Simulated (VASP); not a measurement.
# Sn (I4_1/amd) in VASP: single point with PBE

Aim: the single point of Sn with PBE.

All numbers are computed with VASP 6.6.1; they aren't measurements. Logs are shortened: lines on timing, memory, paths and dates and some standing lists are left out, and cuts for length are marked.

**1. The cell of the first run**

The structure is tetragonal, space group I4_1/amd (No. 141). Conventional cell: a = 4.707 Å, b = 4.707 Å, c = 7.056 Å, α = 90.00°, β = 90.00°, γ = 90.00°. Within 3.9 Å of Sn (site symmetry -4m2) lie 4 Sn at 2.94 Å.

**2. Single point, PBE (strain +0.0600 x Voigt [1, 0, 0, 0, 0, 0])**

INCAR

```
PREC     = Accurate       # precision mode
ENCUT    = 520            # plane-wave cutoff, eV
EDIFF    = 1E-6           # SCF threshold, eV
ISMEAR   = 0              # smearing method
SIGMA    = 0.15           # smearing width, eV
LREAL    = F              # projectors in reciprocal space
LASPH    = T              # aspherical terms in the spheres
NELM     = 100            # most SCF steps
ALGO     = Fast           # electronic algorithm
ISIF     = 2              # what is computed and relaxed
LWAVE    = F              # write WAVECAR
LCHARG   = T              # write CHGCAR
GGA      = PE             # functional
LELF     = T              # ELF
LVHAR    = T            
NBANDS   = 21             # bands
```

KPOINTS

```
Automatic mesh
0
Gamma
  16 16 16
```

POSCAR

```
Sn
1.0
    0.0000000000      3.3281477812      3.3281477812
    3.5278366481      0.0000000000      3.3281477812
    3.5278366481      3.3281477812      0.0000000000
Sn
2
Direct
    0.5000000000      0.5000000000      0.5000000000
    0.7500000000      0.7500000000      0.7500000000
```

Potentials or basis: VASP PAW PBE potentials, release 64 (Sn_d).

Started as:

```sh
cat potpaw_PBE.64/Sn_d/POTCAR > POTCAR
mpirun -np 1 vasp_std > vasp.out
```

OUTCAR:

```text
PREC = Accurate
   ENCUT = 520
   EDIFF = 1E-6
   ISMEAR = 0
   LREAL = F
   LASPH = T
   NELM = 100
   ISIF = 2
   GGA = PE

 ion  position               nearest neighbor table
   1  0.500  0.500  0.500-   2 2.94   2 2.94   2 2.94   2 2.94
   2  0.750  0.750  0.750-   1 2.94   1 2.94   1 2.94   1 2.94

  LATTYP: Found a body centered tetragonal cell.
 ALAT       =     4.7067117298
 C/A-ratio  =     1.4990663761

  Lattice vectors:

 A1 = (   3.5278366481,   0.0000000000,   3.3281477812)
 A2 = (   3.5278366481,   0.0000000000,  -3.3281477812)
 A3 = (  -3.5278366481,   3.3281477812,   0.0000000000)

Analysis of symmetry for initial positions (statically):
=====================================================================
 Subroutine PRICEL returns:
 Original cell was already a primitive cell.

 Routine SETGRP: Setting up the symmetry group for a
 body centered tetragonal supercell.

 Subroutine GETGRP returns: Found 16 space group operations
 (whereof  8 operations were pure point group operations)
 out of a pool of 16 trial point group operations.

The static configuration has the point symmetry D_2d.
 The point group associated with its full space group is D_4h.

Analysis of symmetry for dynamics (positions and initial velocities):
=====================================================================
 Subroutine PRICEL returns:
 Original cell was already a primitive cell.

 Routine SETGRP: Setting up the symmetry group for a
 body centered tetragonal supercell.

 Subroutine GETGRP returns: Found 16 space group operations
 (whereof  8 operations were pure point group operations)
 out of a pool of 16 trial point group operations.

The dynamic configuration has the point symmetry D_2d.
 The point group associated with its full space group is D_4h.

 Subroutine INISYM returns: Found 16 space group operations
 (whereof  8 operations are pure point group operations),
 and found     1 'primitive' translations

----------------------------------------------------------------------------------------

                                     Primitive cell

  volume of cell :      78.1526

  direct lattice vectors                    reciprocal lattice vectors
[... 81 lines left out ...]
   ISPIN  =      1    spin polarized calculation?
   LNONCOLLINEAR =      F non collinear calculations
   LSORBIT =      F    spin-orbit coupling
   LASPH  =      T    aspherical Exc in radial PAW
   ENCUT  =  520.0 eV  38.22 Ry    6.18 a.u.   8.75  9.02  9.02*2*pi/ulx,y,z
   NELM   =    100;   NELMIN=  2; NELMDL= -5     # of ELM steps
   EDIFF  = 0.1E-05   stopping-criterion for ELM
   LREAL  =      F    real-space projection
   EDIFFG = 0.1E-04   stopping-criterion for IOM
   NSW    =      0    number of steps for IOM
   IBRION =     -1    ionic relax: 0-MD 1-quasi-New 2-CG
   NFREE  =      0    steps in history (QN), initial steepest desc. (CG)
   ISIF   =      2    stress and relaxation
   ISYM   =      2    0-nonsym 1-usesym 2-fastsym
   POTIM  = 0.5000    time-step for ionic-motion
   TEBEG  =    0.0;   TEEND  =   0.0 temperature during run
   PSTRESS=    0.0 pullay stress
   NELECT =      28.0000    total number of electrons
   NUPDOWN=      -1.0000    fix difference up-down
   EMIN   =  10.00;   EMAX   =-10.00  energy-range for DOS
   EFERMI =   0.00;   METHOD = LEGACY
   ISMEAR =     0;   SIGMA  =   0.15  broadening in eV -4-tet -1-fermi 0-gaus
   EFERMI_NEDOS =   21; number of points for ismear=-14 and -15
   IALGO  =     68    algorithm
   IMIX   =      4    mixing-type and parameters
     AMIX     =   0.40;   BMIX     =  1.00
     AMIX_MAG =   1.60;   BMIX_MAG =  1.00
  volume/ion in A,a.u.               =      39.08       263.70
  Fermi-wavevector in a.u.,A,eV,Ry     =   1.162732  2.197245 18.394337  1.351946
  Thomas-Fermi vector in A             =   2.299290
   LORBIT       =      0    0 simple, 1 ext, 2 COOP (PROOUT), +10 PAW based schemes
   GGA     = PE    functional components
   LHFCALC =     F    Hartree Fock is set to
   AEXX    =    0.0000 exact exchange contribution
   IVDW    =     0    specifies the selected vdW correction
   LEPSILON=     F    determine dielectric tensor
   LRPA    =     F    only Hartree local field effects (RPA)
 non-spin polarized calculation
 RMM-DIIS sequential band-by-band and
 Gauss-broadening in eV      SIGMA  =   0.15
  energy-cutoff  :      520.00
  volume of cell :       78.15
 maximum number of plane-waves:      2129
   NGX = 17   NGY = 19   NGZ = 19

 number of electron      28.0000006 magnetization

 Free energy of the ion-electron system (eV)
  ---------------------------------------------------
  ext. energy  EPLUGINS =         0.00000000
  ---------------------------------------------------
  free energy    TOTEN  =        -7.65101813 eV

  energy without entropy =       -7.64897279  energy(sigma->0) =       -7.64999546

 E-fermi :   4.3263     XC(G=0):  -8.3059

 val. band max:        4.3239958697   @ k =   0.0625   0.0625   0.0000
 cond. band min:       4.3426887757   @ k =   0.0000   0.0625   0.0625
 fundamental gap:      0.0186929060
 Fermi energy:         4.3262980362

 k-point     1 :       0.0000    0.0000    0.0000
  band No.  band energies     occupation
      1     -17.1556      2.00000
      2     -17.1556      2.00000
      3     -17.1443      2.00000
      4     -17.1093      2.00000
      5     -17.1085      2.00000
      6     -16.9143      2.00000
[... 565 lines left out ...]
     20      10.8536      0.00000
     21      11.6943      0.00000

 [... further k-points ...]

------------------------ aborting loop because EDIFF is reached ----------------------------------------

  FORCE on cell =-STRESS in cart. coord.  units (eV):
  Direction    XX          YY          ZZ          XY          YZ          ZX
  --------------------------------------------------------------------------------------
  -------------------------------------------------------------------------------------
  Total       -1.4799848     -0.6403247     -0.6403247      0.0000000      0.0000000      0.0000000
  in kB      -30.3406000    -13.1270513    -13.1270513      0.0000000      0.0000000      0.0000000
  external PRESSURE =     -18.8649009 kB  Pullay stress =       0.0000000 kB

 VOLUME and BASIS-vectors are now :
 -----------------------------------------------------------------------------
  energy-cutoff  :      520.00
  volume of cell :       78.15
      direct lattice vectors                 reciprocal lattice vectors
     0.000000000  3.328147781  3.328147781    -0.141729918  0.150233713  0.150233713
     3.527836648  0.000000000  3.328147781     0.141729918 -0.150233713  0.150233713
     3.527836648  3.328147781  0.000000000     0.141729918  0.150233713 -0.150233713

 POSITION                                       TOTAL-FORCE (eV/Angst)
 -----------------------------------------------------------------------------------
      3.52784      3.32815      3.32815        -0.000000     -0.000000     -0.000000
      5.29175      4.99222      4.99222         0.000000      0.000000      0.000000
 -----------------------------------------------------------------------------------
    total drift:                                0.000000      0.000000      0.000000

  FREE ENERGIE OF THE ION-ELECTRON SYSTEM (eV)
  ---------------------------------------------------
  free  energy   TOTEN  =        -7.6510181256 eV

  energy  without entropy=       -7.6489727918  energy(sigma->0) =       -7.64999546
```

OSZICAR:

```text
N       E                     dE             d eps       ncg     rms          rms(c)
DAV:   1     0.228245548870E+03    0.22825E+03   -0.14849E+04 14828   0.183E+03
DAV:   2     0.174402877827E+02   -0.21081E+03   -0.20651E+03 14718   0.439E+02
DAV:   3    -0.685362892791E+01   -0.24294E+02   -0.24153E+02 17278   0.139E+02
DAV:   4    -0.765559536003E+01   -0.80197E+00   -0.80167E+00 16573   0.287E+01
DAV:   5    -0.768367476450E+01   -0.28079E-01   -0.28079E-01 21527   0.522E+00    0.261E+00
RMM:   6    -0.765964720666E+01    0.24028E-01   -0.19448E-02 18121   0.174E+00    0.156E+00
RMM:   7    -0.764852070548E+01    0.11127E-01   -0.37936E-02 18241   0.211E+00    0.152E-01
RMM:   8    -0.765033146393E+01   -0.18108E-02   -0.82023E-03 17369   0.838E-01    0.535E-02
RMM:   9    -0.765093395662E+01   -0.60249E-03   -0.30215E-03 20570   0.511E-01    0.354E-02
RMM:  10    -0.765100477641E+01   -0.70820E-04   -0.65869E-04 20335   0.232E-01    0.150E-02
RMM:  11    -0.765101729551E+01   -0.12519E-04   -0.10881E-04 23493   0.816E-02    0.441E-03
RMM:  12    -0.765101812563E+01   -0.83012E-06   -0.93666E-06 19587   0.265E-02
   1 F= -.76510181E+01 E0= -.76499955E+01  d E =-.204533E-02
```

stdout:

```text
POSCAR found type information on POSCAR Sn
 POSCAR found :  1 types and       2 ions
 scaLAPACK will be used
 LDA part: xc-table for (Slater+PW92), standard interpolation
 POSCAR, INCAR and KPOINTS ok, starting setup
 FFT: planning ... GRIDC
 FFT: planning ... GRID_SOFT
 FFT: planning ... GRID
 WAVECAR not read
 entering main loop
WARNING in EDDRMM: call to ZHEGV failed, returncode =   6  3     19
WARNING in EDDRMM: call to ZHEGV failed, returncode =   8  4     21
```

It took 16 min on 1 thread of Oxide Virtual Turin-like, shared host; peak memory 0.51 GiB.

What came out:

- Free energy: -7.6510 eV
- Pressure: -1.9 GPa
- Band gap on the k mesh: zero (band 14 reaches 4.53 eV, above the bottom of band 15 at 4.05 eV)

Caveat: the cell differs from its parent crystal (strain +0.0600 x Voigt [1, 0, 0, 0, 0, 0]); spin-orbit coupling is left out, which moves the levels of the heavy elements.
